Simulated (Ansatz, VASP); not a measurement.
**One calculation of TaAgS2, two programs**

```
CELL_PARAMETERS angstrom
3.77914 0.00000 0.00000
-1.88957 3.27283 0.00000
0.00000 0.00000 5.85766
ATOMIC_POSITIONS crystal
Ta 0.00000 0.00000 0.50000
Ag 0.00000 0.00000 0.00000
S 0.33333 0.66667 0.25000
S 0.66667 0.33333 0.75000
```

Alike in both runs: task single point; functional PBE; k mesh 6 × 6 × 4; occupations gaussian, width 0.1 eV; collinear spin.

|  | VASP | Ansatz |
| --- | --- | --- |
| version | VASP 6.6.1 | Ansatz 0.2.0 |
| potentials or method | VASP PAW PBE potentials, release 64 (Ta_pv, Ag, S), cutoff 520 eV | scalar-relativistic, plane waves, PAW |
| valence electrons in the cell | 34 | 44 |

```csv
,VASP,Ansatz,Ansatz less VASP
gap on the k mesh at the Fermi level (eV),none,none,-
pressure (GPa),-2.2,-2.2,+0.07
"traceless stress, the component that is largest in VASP (GPa)",6.16,6.14,-0.015
rms of the force components (eV/Å),0.687,0.692,+0.0052
net moment per atom (μB),0.00,0.00,0.000
```

Atom by atom the forces differ by 0.005 eV/Å (rms over components). A gap of «none» marks a metal or a gap that the smearing closes. VASP's potentials hold 34 valence electrons a cell and Ansatz's 44, so a difference there can come from the potentials and not from the codes. Ansatz's warnings: seeded moment not kept.

Spin-orbit coupling is off throughout.
